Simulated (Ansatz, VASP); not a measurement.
**One calculation of Y3Si2F, two programs**

```
CELL_PARAMETERS angstrom
3.59976 0.00000 0.00000
0.00000 3.59976 0.00000
0.00000 0.00000 10.38800
ATOMIC_POSITIONS crystal
Y 0.50000 0.50000 0.53506
Y 0.50000 0.50000 0.97853
Y 0.00000 0.00000 0.23922
Si 0.50000 0.00000 0.75260
Si 0.00000 0.50000 0.75260
F 0.00000 0.00000 0.45956
```

Alike in both runs: task relaxation of cell and atoms; functional PBE; k mesh 10 × 10 × 4; occupations gaussian, width 0.1 eV; no spin polarisation.

```csv
,VASP,Ansatz
version,VASP 6.6.1,Ansatz 0.2.0
potentials or method,"VASP PAW PBE potentials, release 64 (Y_sv, Si, F), cutoff 600 eV","scalar-relativistic, plane waves, PAW"
valence electrons in the cell,48,48
```

```tsv
	VASP	Ansatz	Ansatz less VASP
gap on the k mesh at the Fermi level, each at its own relaxed structure (eV)	none	none	-
relaxed volume (Å³/atom)	22.38	22.42	+0.040
relaxed cell length with the largest relative difference (Å)	3.593	3.597	+0.0036
```

A gap of «none» marks a metal or a gap that the smearing closes.
